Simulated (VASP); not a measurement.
# TiO2 (P1) in VASP: further runs

Aim: see how the results for TiO2 move with the level of theory and the settings. Levels: PBEsol, PBE. Tasks: single point.

All numbers are computed with VASP 6.6.1; they aren't measurements. Logs are shortened: lines on timing, memory, paths and dates and some standing lists are left out, and cuts for length are marked.

### 1 The cell of the first run

The typed cell holds 12 atoms: a = 4.425 Å, b = 4.425 Å, c = 5.681 Å, α = 90.00°, β = 90.00°, γ = 90.00°.

### 2 Single point, PBEsol

The input, INCAR:

```
SYSTEM = TiO2
ALGO = Normal
EDIFF = 1E-6
ENCUT = 600
GGA = PS
GGA_COMPAT = .False.
ISIF = 2
ISMEAR = -1
ISYM = 0
LASPH = .True.
LCHARG = .True.
LELF = .True.
LREAL = .False.
LVHAR = .True.
LWAVE = .False.
NBANDS = 60
NELM = 120
PREC = Accurate
SIGMA = 0.05
```

The input, KPOINTS:

```
Automatic mesh
0
Gamma
  1 1 1
  0.25 0.25 0.25
```

The input, POSCAR:

```
TiO2
1.0
    4.4254840000      0.0000000000      0.0000000000
    0.0000000000      4.4254840000      0.0000000000
    0.0000000000      0.0000000000      5.6806720000
Ti O
4 8
Direct
    0.9742810000      0.9963390000      0.9919930000
    0.0040600000      0.9917580000      0.5064280000
    0.5037920000      0.5129380000      0.2420420000
    0.5056550000      0.5094620000      0.7551590000
    0.3099520000      0.3165580000      0.9976120000
    0.3159370000      0.3173910000      0.5021140000
    0.6827340000      0.7228550000      0.9912910000
    0.7043780000      0.6877810000      0.5031260000
    0.1966100000      0.8163690000      0.2383010000
    0.1989780000      0.7926270000      0.7558600000
    0.8106450000      0.1953220000      0.2585810000
    0.8087990000      0.1845140000      0.7562670000
```

Potentials or basis: VASP PAW PBE potentials, release 64 (Ti_sv, O).

On the command line:

```bash
cat potpaw_PBE.64/Ti_sv/POTCAR potpaw_PBE.64/O/POTCAR > POTCAR
mpirun -np 1 vasp_std > vasp.out
```

OUTCAR:

```text
SYSTEM = TiO2
   EDIFF = 1E-6
   ENCUT = 600
   GGA = PS
   ISIF = 2
   ISMEAR = -1
   ISYM = 0
   LASPH = .True.
   LREAL = .False.
   NELM = 120
   PREC = Accurate

 ion  position               nearest neighbor table
   1  0.974  0.996  0.992-  12 1.74   7 1.77   9 1.89  11 1.90  10 1.90   5 2.05   2 2.76
   2  0.004  0.992  0.506-  12 1.87  11 1.88  10 1.88   8 1.89   9 1.91   6 2.00   1 2.76
   3  0.504  0.513  0.242-   5 1.85   7 1.88   8 1.89   6 1.90   9 1.91  11 1.96   4 2.77   4 2.91

   4  0.506  0.509  0.755-   7 1.82   5 1.84  10 1.85   8 1.86   6 1.87  12 1.97   3 2.77   3 2.91

   5  0.310  0.317  0.998-   4 1.84   3 1.85   1 2.05
   6  0.316  0.317  0.502-   4 1.87   3 1.90   2 2.00
   7  0.683  0.723  0.991-   1 1.77   4 1.82   3 1.88
   8  0.704  0.688  0.503-   4 1.86   2 1.89   3 1.89
   9  0.197  0.816  0.238-   1 1.89   2 1.91   3 1.91
  10  0.199  0.793  0.756-   4 1.85   2 1.88   1 1.90
  11  0.811  0.195  0.259-   2 1.88   1 1.90   3 1.96
  12  0.809  0.185  0.756-   1 1.74   2 1.87   4 1.97

IMPORTANT INFORMATION: All symmetrisations will be switched off!
NOSYMM: (Re-)initialisation of all symmetry stuff for point group C_1.

----------------------------------------------------------------------------------------

                                     Primitive cell

  volume of cell :     111.2554

  direct lattice vectors                    reciprocal lattice vectors
     4.425484000  0.000000000  0.000000000     0.225963985  0.000000000  0.000000000
     0.000000000  4.425484000  0.000000000     0.000000000  0.225963985  0.000000000
     0.000000000  0.000000000  5.680672000     0.000000000  0.000000000  0.176035511

  length of vectors
     4.425484000  4.425484000  5.680672000     0.225963985  0.225963985  0.176035511

  position of ions in fractional coordinates (direct lattice)
     0.974281000  0.996339000  0.991993000
     0.004060000  0.991758000  0.506428000
     0.503792000  0.512938000  0.242042000
     0.505655000  0.509462000  0.755159000
     0.309952000  0.316558000  0.997612000
     0.315937000  0.317391000  0.502114000
     0.682734000  0.722855000  0.991291000
     0.704378000  0.687781000  0.503126000
     0.196610000  0.816369000  0.238301000
     0.198978000  0.792627000  0.755860000
     0.810645000  0.195322000  0.258581000
     0.808799000  0.184514000  0.756267000

  ion indices of the primitive-cell ions
   primitive index   ion index
                 1           1
                 2           2
                 3           3
                 4           4
                 5           5
                 6           6
                 7           7
                 8           8
                 9           9
                10          10
                11          11
                12          12

----------------------------------------------------------------------------------------

 KPOINTS: Automatic mesh

Automatic generation of k-mesh.
 Grid dimensions read from file:
 generate k-points for:    1    1    1

 Generating k-lattice:

  Cartesian coordinates                     Fractional coordinates (reciprocal lattice)
     0.225963985  0.000000000  0.000000000     1.000000000  0.000000000  0.000000000
     0.000000000  0.225963985  0.000000000     0.000000000  1.000000000  0.000000000
     0.000000000  0.000000000  0.176035511     0.000000000  0.000000000  1.000000000

  Length of vectors
     0.225963985  0.225963985  0.176035511

  Shift w.r.t. Gamma in fractional coordinates (k-lattice)
     0.250000000  0.250000000  0.250000000

 Subroutine IBZKPT returns following result:
 ===========================================

 Found      4 irreducible k-points:

 Following reciprocal coordinates:
            Coordinates               Weight
  0.250000  0.250000  0.250000      2.000000
 -0.250000  0.250000  0.250000      2.000000
 -0.250000 -0.250000  0.250000      2.000000
  0.250000 -0.250000  0.250000      2.000000
   k-points           NKPTS =      4   k-points in BZ     NKDIM =      4   number of bands    NBANDS=     60
   number of dos      NEDOS =    301   number of ions     NIONS =     12
   total plane-waves  NPLWV =  62208
   dimension x,y,z NGX =    36 NGY =   36 NGZ =   48
   dimension x,y,z NGXF=    72 NGYF=   72 NGZF=   96
   ions per type =               4   8
   NGX,Y,Z   is equivalent  to a cutoff of  13.52, 13.52, 14.05 a.u.
   NGXF,Y,Z  is equivalent  to a cutoff of  27.05, 27.05, 28.09 a.u.
 SYSTEM =  TiO2
   PREC   = accura    normal or accurate (medium, high low for compatibility)
   ISTART =      0    job   : 0-new  1-cont  2-samecut
   ICHARG =      2    charge: 1-file 2-atom 10-const
   ISPIN  =      1    spin polarized calculation?
   LNONCOLLINEAR =      F non collinear calculations
   LSORBIT =      F    spin-orbit coupling
   LASPH  =      T    aspherical Exc in radial PAW
   ENCUT  =  600.0 eV  44.10 Ry    6.64 a.u.   8.84  8.84 11.35*2*pi/ulx,y,z
   NELM   =    120;   NELMIN=  2; NELMDL= -5     # of ELM steps
   EDIFF  = 0.1E-05   stopping-criterion for ELM
   LREAL  =      F    real-space projection
   EDIFFG = 0.1E-04   stopping-criterion for IOM
   NSW    =      0    number of steps for IOM
   IBRION =     -1    ionic relax: 0-MD 1-quasi-New 2-CG
   NFREE  =      0    steps in history (QN), initial steepest desc. (CG)
   ISIF   =      2    stress and relaxation
   ISYM   =      0    0-nonsym 1-usesym 2-fastsym
   POTIM  = 0.5000    time-step for ionic-motion
   TEBEG  =    0.0;   TEEND  =   0.0 temperature during run
   PSTRESS=    0.0 pullay stress
   NELECT =      96.0000    total number of electrons
   NUPDOWN=      -1.0000    fix difference up-down
   EMIN   =  10.00;   EMAX   =-10.00  energy-range for DOS
   EFERMI =   0.00;   METHOD = LEGACY
   ISMEAR =    -1;   SIGMA  =   0.05  broadening in eV -4-tet -1-fermi 0-gaus
   EFERMI_NEDOS =   21; number of points for ismear=-14 and -15
   IALGO  =     38    algorithm
   IMIX   =      4    mixing-type and parameters
     AMIX     =   0.40;   BMIX     =  1.00
     AMIX_MAG =   1.60;   BMIX_MAG =  1.00
  volume/ion in A,a.u.               =       9.27        62.57
  Fermi-wavevector in a.u.,A,eV,Ry     =   1.558565  2.945260 33.050235  2.429124
  Thomas-Fermi vector in A             =   2.662051
   LORBIT       =      0    0 simple, 1 ext, 2 COOP (PROOUT), +10 PAW based schemes
   GGA     = PS    functional components
   LHFCALC =     F    Hartree Fock is set to
   AEXX    =    0.0000 exact exchange contribution
   IVDW    =     0    specifies the selected vdW correction
   LEPSILON=     F    determine dielectric tensor
   LRPA    =     F    only Hartree local field effects (RPA)
 non-spin polarized calculation
  energy-cutoff  :      600.00
  volume of cell :      111.26
 maximum number of plane-waves:      3707
   NGX = 17   NGY = 17   NGZ = 23

 number of electron      95.9999999 magnetization

 Free energy of the ion-electron system (eV)
  ---------------------------------------------------
  ext. energy  EPLUGINS =         0.00000000
  ---------------------------------------------------
  free energy    TOTEN  =      -110.14341924 eV

  energy without entropy =     -110.14341924  energy(sigma->0) =     -110.14341924

 E-fermi :   6.6978     XC(G=0): -12.3225

 val. band max:        5.3513705020   @ k =   0.2500   0.2500   0.2500
 cond. band min:       8.2749314586   @ k =  -0.2500  -0.2500   0.2500
 fundamental gap:      2.9235609566
 Fermi energy:         6.6977972429

 k-point     1 :       0.2500    0.2500    0.2500
  band No.  band energies     occupation
      1     -50.3119      2.00000
      2     -50.2691      2.00000
      3     -50.1039      2.00000
      4     -50.0611      2.00000
      5     -27.1364      2.00000
      6     -27.1250      2.00000
[... 52 lines left out ...]
     59      10.5604      0.00000
     60      10.7825      0.00000

 k-point     2 :      -0.2500    0.2500    0.2500
  band No.  band energies     occupation
      1     -50.3119      2.00000
      2     -50.2691      2.00000
      3     -50.1039      2.00000
      4     -50.0611      2.00000
      5     -27.1405      2.00000
      6     -27.1194      2.00000
[... 52 lines left out ...]
     59      10.5663      0.00000
     60      10.7907      0.00000

 k-point     3 :      -0.2500   -0.2500    0.2500
  band No.  band energies     occupation
      1     -50.3119      2.00000
      2     -50.2691      2.00000
      3     -50.1039      2.00000
      4     -50.0611      2.00000
      5     -27.1381      2.00000
      6     -27.1233      2.00000
[... 52 lines left out ...]
     59      10.5430      0.00000
     60      10.8098      0.00000

 k-point     4 :       0.2500   -0.2500    0.2500
  band No.  band energies     occupation
      1     -50.3119      2.00000
      2     -50.2691      2.00000
      3     -50.1040      2.00000
      4     -50.0611      2.00000
      5     -27.1426      2.00000
      6     -27.1169      2.00000
[... 52 lines left out ...]
     59      10.5695      0.00000
     60      10.7771      0.00000

------------------------ aborting loop because EDIFF is reached ----------------------------------------

  FORCE on cell =-STRESS in cart. coord.  units (eV):
  Direction    XX          YY          ZZ          XY          YZ          ZX
  --------------------------------------------------------------------------------------
  -------------------------------------------------------------------------------------
  Total       23.5817984     23.7268056     30.0562734      1.1017051     -1.4525715      1.8182237
  in kB      339.5988734    341.6871061    432.8370726     15.8655340    -20.9183210     26.1840386
  external PRESSURE =     371.3743507 kB  Pullay stress =       0.0000000 kB

 VOLUME and BASIS-vectors are now :
 -----------------------------------------------------------------------------
  energy-cutoff  :      600.00
  volume of cell :      111.26
      direct lattice vectors                 reciprocal lattice vectors
     4.425484000  0.000000000  0.000000000     0.225963985  0.000000000  0.000000000
     0.000000000  4.425484000  0.000000000     0.000000000  0.225963985  0.000000000
     0.000000000  0.000000000  5.680672000     0.000000000  0.000000000  0.176035511

 POSITION                                       TOTAL-FORCE (eV/Angst)
 -----------------------------------------------------------------------------------
      4.31166      4.40928      5.63519         2.810801      1.173824      2.836107
      0.01797      4.38901      2.87685         0.992538      0.418639     -1.865371
      2.22952      2.27000      1.37496        -0.905087     -1.027653      1.657484
      2.23777      2.25462      4.28981        -0.878951     -1.553412     -1.904634
      1.37169      1.40092      5.66711        -0.647144     -1.155217      0.413378
      1.39817      1.40461      2.85234        -1.207223     -1.231115     -0.378293
      3.02143      3.19898      5.63120         0.073242     -0.703532      1.014752
      3.11721      3.04376      2.85809         1.110042      1.236146     -0.406731
      0.87009      3.61283      1.35371         0.969031     -0.959630      1.004758
      0.88057      3.50776      4.29379        -0.268898      0.661526     -0.173777
      3.58750      0.86439      1.46891        -0.769277      0.974772     -0.359478
      3.57933      0.81656      4.29610        -1.279075      2.165651     -1.838194
 -----------------------------------------------------------------------------------
    total drift:                                0.001246     -0.001034     -0.000033

  FREE ENERGIE OF THE ION-ELECTRON SYSTEM (eV)
  ---------------------------------------------------
  free  energy   TOTEN  =      -110.1434192428 eV

  energy  without entropy=     -110.1434192428  energy(sigma->0) =     -110.14341924
```

Run time: 44 s. Hardware: 1 thread of Intel Xeon Platinum 8259CL at 2.50GHz (Skylake/Cascade Lake), shared host; peak memory 0.24 GiB.

What came out:

```
Free energy            : -110.1434 eV
Pressure               : 37.1 GPa
Largest force          : 4.162 eV/Å
Band gap on the k mesh : 2.92 eV, indirect (least direct gap 2.95 eV)
```

Forces on the atoms (eV/Å):
```
Ti   2.811  1.174  2.836
Ti   0.993  0.419 -1.865
Ti  -0.905 -1.028  1.657
Ti  -0.879 -1.553 -1.905
O   -0.647 -1.155  0.413
O   -1.207 -1.231 -0.378
O    0.073 -0.704  1.015
O    1.110  1.236 -0.407
O    0.969 -0.960  1.005
O   -0.269  0.662 -0.174
O   -0.769  0.975 -0.359
O   -1.279  2.166 -1.838
```

Stress tensor (GPa, compression positive):
```
33.96  1.59  2.62
 1.59 34.17 -2.09
 2.62 -2.09 43.28
```

Levels at points of the mesh, in eV from the valence-band top:
```csv
k point,band 46,band 47,band 48,band 49,band 50,band 51
"(0.25, 0.25, 0.25)",-0.53,-0.23,0.00,2.95,3.21,3.54
```

Caveat: the k points lie up to 1.42 Å⁻¹ apart; the PAW data sets were made with another functional, which shifts forces and pressure a little. A k mesh can miss the band edges.

### 3 Single point, PBE

The input, INCAR:

```
SYSTEM = TiO2
PREC = Accurate
ENCUT = 600
EDIFF = 1E-6
ISMEAR = -1
SIGMA = 0.05
LREAL = .False.
LASPH = .True.
NELM = 120
ALGO = Normal
ISIF = 2
LWAVE = .False.
LCHARG = .True.
GGA = PE
LELF = .True.
LVHAR = .True.
ISYM = 0
NBANDS = 60
GGA_COMPAT = .False.
```

KPOINTS is that of step 2.

POSCAR is that of step 2.

Potentials or basis: VASP PAW PBE potentials, release 64 (Ti_sv, O).

On the command line:

```bash
cat potpaw_PBE.64/Ti_sv/POTCAR potpaw_PBE.64/O/POTCAR > POTCAR
mpirun -np 1 vasp_std > vasp.out
```

Wall time 43 s (1 thread of Intel Xeon Platinum 8259CL at 2.50GHz (Skylake/Cascade Lake), shared host); peak memory 0.24 GiB.

It converged, with:

```yaml
Free_energy: -104.5500 eV
Pressure: 45.8 GPa
Largest_force: 4.228 eV/Å
Band_gap_on_the_k_mesh: 2.96 eV, indirect (least direct gap 2.98 eV)
```

Forces in eV/Å, atoms in the order of the input:
```
Ti   2.856  1.204  2.876
Ti   1.031  0.429 -1.890
Ti  -0.909 -1.040  1.681
Ti  -0.870 -1.587 -1.929
O   -0.733 -1.254  0.422
O   -1.277 -1.306 -0.388
O    0.117 -0.673  1.043
O    1.168  1.284 -0.425
O    1.023 -1.002  1.030
O   -0.235  0.634 -0.185
O   -0.817  1.043 -0.367
O   -1.355  2.270 -1.868
```

Stress tensor (GPa, compression positive):
```
42.06  1.59  2.68
 1.59 42.28 -2.14
 2.68 -2.14 52.93
```

Levels at points of the mesh, in eV from the valence-band top:
```tsv
k point	band 44	band 45	band 46	band 47	band 48	band 49	band 50	band 51	band 52	band 53
(0.25, 0.25, 0.25)	-0.92	-0.63	-0.52	-0.23	0.00	2.99	3.23	3.55	3.82	4.06
```

Caveat: the k points lie up to 1.42 Å⁻¹ apart; forces of over 1 eV/Å act on the atoms, so gaps and moduli don't describe the material at rest. PBE gaps usually lie below the measured ones, often by a third to a half.

[end of part 1 of 2]
